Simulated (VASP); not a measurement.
Set up this calculation in VASP 6.6.1, as the native input.

* Task: single point
* Functional: PBEsol
* Dispersion: D3(BJ)
* Potentials or basis: VASP PAW PBE potentials, release 64 (W_sv, S)
* Cutoff: 520 eV
* k mesh: 12 × 12 × 2
* Occupations: gaussian, width 0.05 eV
* Spin: no spin polarisation
* Dipole correction: no
* Further INCAR settings: ALGO = Normal; EDIFF = 1e-06; NBANDS = 20

The structure of WS2 lies in POSCAR:

```
WS2
1.0
    3.1758675515      0.0000000000      0.0000000000
   -1.5879337758      2.7503819787      0.0000000000
    0.0000000000      0.0000000000     17.2191130284
W S
1 2
Direct
    0.3333333333      0.6666666667      0.0000000000
    0.6666666667      0.3333333333      0.9071447969
    0.6666666667      0.3333333333      0.0928552031
```

One way to write it, as run:

INCAR

```
SYSTEM = WS2
PREC = Accurate
ENCUT = 520
EDIFF = 1E-6
ISMEAR = 0
SIGMA = 0.05
LREAL = .FALSE.
LASPH = .TRUE.
NELM = 100
ALGO = Normal
ISIF = 2
LWAVE = .FALSE.
LCHARG = .FALSE.
GGA = PS
IVDW = 12
NBANDS = 20
```

KPOINTS

```
regular mesh
0
G
  12 12 2
  0 0 0
```

Potentials or basis: VASP PAW PBE potentials, release 64 (W_sv, S).

Command:

```bash
$ cat potpaw_PBE.64/W_sv/POTCAR potpaw_PBE.64/S/POTCAR > POTCAR
$ mpirun -np 1 vasp_std > vasp.out
```

Results of the run:

```
Largest force              : 0.854 eV/Å
Band gap on the k mesh     : 1.90 eV, indirect (least direct gap 1.91 eV)
Dispersion energy per atom : -0.244 eV
```

Caveat: the PAW data sets were made with another functional, which shifts forces and pressure a little; spin-orbit coupling is left out, which moves the levels of the heavy elements.

Wall time 2.2 min on 1 thread of Intel Xeon 6975P-C, with other jobs on the host, peak memory 0.31 GiB.
